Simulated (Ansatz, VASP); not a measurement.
LiPb2: VASP beside Ansatz

```
Li Pb
1.0
     5.25280    0.00000    0.00000
     0.00000    6.41100    0.00000
     0.00000    0.00000    4.00218
Li Pb
2 4
Direct
  0.00000 0.00000 0.00000
  0.50000 0.50000 0.50000
  0.20040 0.37870 0.00000
  0.79960 0.62130 0.00000
  0.70040 0.12130 0.50000
  0.29960 0.87870 0.50000
```

Alike in both runs: task single point; functional PBE; k mesh 4 × 4 × 4; occupations gaussian, width 0.1 eV; no spin polarisation.

```csv
,VASP,Ansatz
version,VASP 6.6.1,Ansatz 0.2.0
potentials or method,"VASP PAW PBE potentials, release 64 (Li_sv, Pb_d), cutoff 520 eV","scalar-relativistic, plane waves, PAW"
valence electrons in the cell,62,62
```

```csv
,VASP,Ansatz,Ansatz less VASP
gap on the k mesh at the Fermi level (eV),none,none,-
rms of the force components (eV/Å),1.453,1.452,-0.0004
```

Atom by atom the forces differ by 0.000 eV/Å (rms over components). A gap of «none» marks a metal or a gap that the smearing closes. With one functional, cell and mesh, what is left measures potentials, basis and numerics.

The k mesh is coarse, so the values compare programs but aren't converged. Neither program's run includes spin-orbit coupling. Noted on VASP's run: the cutoff is short for stress, so the pressure is rough.
